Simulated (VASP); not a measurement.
TaGa2:

```
CELL_PARAMETERS angstrom
2.87205 0.00000 0.00000
0.00000 2.87205 0.00000
0.00000 0.00000 5.95388
ATOMIC_POSITIONS crystal
Ta 0.00000 0.00000 0.00000
Ga 0.50000 0.50000 0.28432
Ga 0.50000 0.50000 0.71568
```

- Program: VASP 6.6.1
- Task: relaxation of cell and atoms
- Functional: PBE
- Potentials or basis: VASP PAW PBE potentials, release 64 (Ta_pv, Ga_d)
- Cutoff: 600 eV
- k mesh: 6 × 6 × 4
- Occupations: gaussian, width 0.1 eV
- Spin: no spin polarisation

At the start: pressure 20.5 GPa; volume 16.37 Å³/atom.

Task: Where does the relaxation end?

Result: Over 11 steps the energy falls by 329.4 meV/atom and the volume is 17.62 Å³/atom (+7.7 %); space group P4/mmm (No. 123, to 0.05 Å).

Step by step:
```tsv
step	energy change (eV)	largest force (eV/Å)	pressure (GPa)	volume (Å³)
1	0.0000	2.9082	20.48	49.11
2	-0.1866	0.2933	-15.79	65.45
3	-0.6925	0.7834	-4.85	57.01
4	-0.6942	0.8530	-4.08	56.65
5	-0.9221	0.5270	-3.07	54.84
6	-0.9799	0.2123	-1.68	53.73
7	-0.9828	0.1119	-1.17	53.41
8	-0.9827	0.1394	-1.37	53.47
9	-0.9856	0.0891	1.37	52.30
10	-0.9875	0.1149	0.29	52.76
11	-0.9883	0.0037	-0.08	52.87
```

Final structure:
```xyz
3
Lattice="2.8229 0.0000 0.0000 0.0000 2.8229 0.0000 0.0000 0.0000 6.6354" Properties=species:S:1:pos:R:3 pbc="T T T"
Ta    0.0000    0.0000    0.0000
Ga    1.4114    1.4114    2.0728
Ga    1.4114    1.4114    4.5626
```

Caveat: the k points lie up to 0.37 Å⁻¹ apart in the final cell.
